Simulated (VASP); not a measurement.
Here is a VASP 6.6.1 calculation.

The input INCAR:

```
SYSTEM = Al30Cu
PREC = Accurate ; ENCUT = 520
EDIFF = 1E-7 ; ISMEAR = 0
SIGMA = 0.1 ; LREAL = Auto
LASPH = .TRUE. ; NELM = 100
ALGO = Normal ; ISIF = 2
LWAVE = .FALSE. ; LCHARG = .FALSE.
GGA = PE ; IVDW = 12
NBANDS = 72
```

Contents of KPOINTS:

```
regular mesh
0
G
  3 3 3
  0 0 0
```

The input POSCAR:

```
Al30Cu
1.0
    8.1000000000      0.0000000000      0.0000000000
    0.0000000000      8.1000000000      0.0000000000
    0.0000000000      0.0000000000      8.1000000000
Al Cu
30 1
Direct
    0.5000000000     -0.0011650617     -0.0011650617
    0.7525062963      0.2497022222      0.0022370370
    0.7525062963      0.0022370370      0.2497022222
    0.0000000000      0.0024496296      0.0024496296
    0.2474937037      0.2497022222      0.0022370370
    0.5000000000      0.5011445679     -0.0008535802
    0.7485737037      0.7494730864     -0.0008946914
    0.2474937037      0.0022370370      0.2497022222
    0.5000000000      0.2502022222      0.2502022222
    0.7612179012      0.4949901235      0.2540891358
    0.5000000000     -0.0008535802      0.5011445679
    0.7612179012      0.2540891358      0.4949901235
    0.7485737037     -0.0008946914      0.7494730864
    0.0000000000      0.4970955556      0.0017581481
    0.2514262963      0.7494730864     -0.0008946914
    0.2387820988      0.4949901235      0.2540891358
    0.5000000000      0.7482575309      0.2505522222
    0.0000000000      0.0017581481      0.4970955556
    0.2387820988      0.2540891358      0.4949901235
    0.5000000000      0.5006158025      0.5006158025
    0.7505871605      0.7466350617      0.5016414815
    0.2514262963     -0.0008946914      0.7494730864
    0.5000000000      0.2505522222      0.7482575309
    0.7505871605      0.5016414815      0.7466350617
    0.0000000000      0.7467114815      0.2537443210
    0.2494128395      0.7466350617      0.5016414815
    0.0000000000      0.2537443210      0.7467114815
    0.2494128395      0.5016414815      0.7466350617
    0.5000000000      0.7496092593      0.7496092593
    0.0000000000      0.7495356790      0.7495356790
    0.0000000000      0.5045954321      0.5045954321
```

Potentials or basis: VASP PAW PBE potentials, release 64 (Al, Cu).

Command:

```bash
$ cat potpaw_PBE.64/Al/POTCAR potpaw_PBE.64/Cu/POTCAR > POTCAR
$ mpirun -np 1 vasp_std > vasp.out
```

Task: What does it give for the dispersion energy per atom?

Result: -0.325 eV.

Task: Predict the largest force.

Result: 0.014 eV/Å.

Task: Predict the pressure.

Result: -5.4 GPa.

Forces on the atoms (eV/Å):
```
Al   0.000 -0.006 -0.006
Al   0.000 -0.002  0.005
Al   0.000  0.005 -0.002
Al   0.000  0.004  0.004
Al   0.000 -0.002  0.005
Al   0.000  0.008 -0.001
Al  -0.005 -0.001 -0.005
Al   0.000  0.005 -0.002
Al   0.000 -0.003 -0.003
Al   0.003 -0.002 -0.005
Al   0.000 -0.001  0.008
Al   0.003 -0.005 -0.002
Al  -0.005 -0.005 -0.001
Al   0.000  0.000 -0.001
Al   0.005 -0.001 -0.005
Al  -0.003 -0.002 -0.005
Al   0.000 -0.012  0.001
Al   0.000 -0.001  0.000
Al  -0.003 -0.005 -0.002
Al   0.000  0.004  0.004
Al  -0.007  0.004  0.000
Al   0.005 -0.005 -0.001
Al   0.000  0.001 -0.012
Al  -0.007  0.000  0.004
Al   0.000  0.013 -0.004
Al   0.007  0.004  0.000
Al   0.000 -0.004  0.013
Al   0.007  0.000  0.004
Al   0.000 -0.003 -0.003
Al   0.000  0.000  0.000
Cu   0.000  0.010  0.010
```
